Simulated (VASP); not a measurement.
# AlN: relaxation of cell and atoms with r2SCAN

Crystal: AlN.

```
Al N
1.0
     3.11100    0.00000    0.00000
    -1.55550    2.69421    0.00000
     0.00000    0.00000    4.97800
Al N
2 2
Direct
  0.33333 0.66667 0.00000
  0.66667 0.33333 0.50000
  0.33333 0.66667 0.38500
  0.66667 0.33333 0.88500
```

* Program: VASP 6.6.1
* Task: relaxation of cell and atoms
* Functional: r2SCAN
* Potentials or basis: VASP PAW PBE potentials, release 64 (Al, N)
* Cutoff: 600 eV
* k mesh: 12 × 12 × 6
* Occupations: gaussian, width 0.02 eV
* Spin: no spin polarisation
* Dipole correction: no
* Further INCAR settings: ALGO = Normal; EDIFF = 1e-07; IBRION = 2; EDIFFG = -0.005; NSW = 100; ISIF = 3

- Relaxed volume: 10.39 Å³/atom
- Relaxed cell: a = 3.105 Å, b = 3.105 Å, c = 4.975 Å, α = 90.00°, β = 90.00°, γ = 120.00°
- Space group after relaxing (to 0.1 Å): P6_3mc (No. 186)
- Energy gained by relaxing: 0.9 meV/atom
- Ionic steps: 6
- Pressure after relaxing: 0.0 GPa
- Band gap on the k mesh: 4.93 eV

Stress tensor (GPa, compression positive):
```
-0.02  0.00  0.00
 0.00 -0.02  0.00
 0.00  0.00  0.06
```

The path:
| step | energy change (eV) | largest force (eV/Å) | pressure (GPa) | volume (Å³) |
| --- | --- | --- | --- | --- |
| 1 | 0.0000 | 0.1958 | -0.93 | 41.72 |
| 2 | -0.0012 | 0.1092 | 0.94 | 41.36 |
| 3 | -0.0031 | 0.0300 | 0.10 | 41.52 |
| 4 | -0.0031 | 0.0265 | 0.12 | 41.51 |
| 5 | -0.0035 | 0.0096 | 0.05 | 41.53 |
| 6 | -0.0036 | 0.0017 | 0.01 | 41.55 |

Final structure:
```
Al N
1.0
     3.10535    0.00000    0.00000
    -1.55268    2.68931    0.00000
     0.00000    0.00000    4.97497
Al N
2 2
Direct
  0.33333 0.66667 0.00168
  0.66667 0.33333 0.50168
  0.33333 0.66667 0.38332
  0.66667 0.33333 0.88332
```

Levels at points of the mesh, in eV from the valence-band top:
```tsv
k point	band 5	band 6	band 7	band 8	band 9	band 10	band 11	band 12
(0.00, 0.00, 0.00)	-0.89	-0.23	-0.23	0.00	4.93	7.55	11.63	12.05
(0.50, 0.00, 0.00)	-3.39	-2.14	-1.77	-0.71	6.45	6.57	9.06	11.27
(0.00, 0.00, 0.50)	-0.57	-0.57	-0.57	-0.57	7.27	7.27	11.33	11.33
(0.50, 0.00, 0.50)	-1.50	-1.50	-1.39	-1.39	6.00	6.00	10.16	10.16
```

Wall time 21 min on 1 thread of Intel Xeon 8259CL (shared host), peak memory 0.21 GiB.

Caveat: the PAW data sets were made with another functional, which shifts forces and pressure a little. A k mesh can miss the band edges.
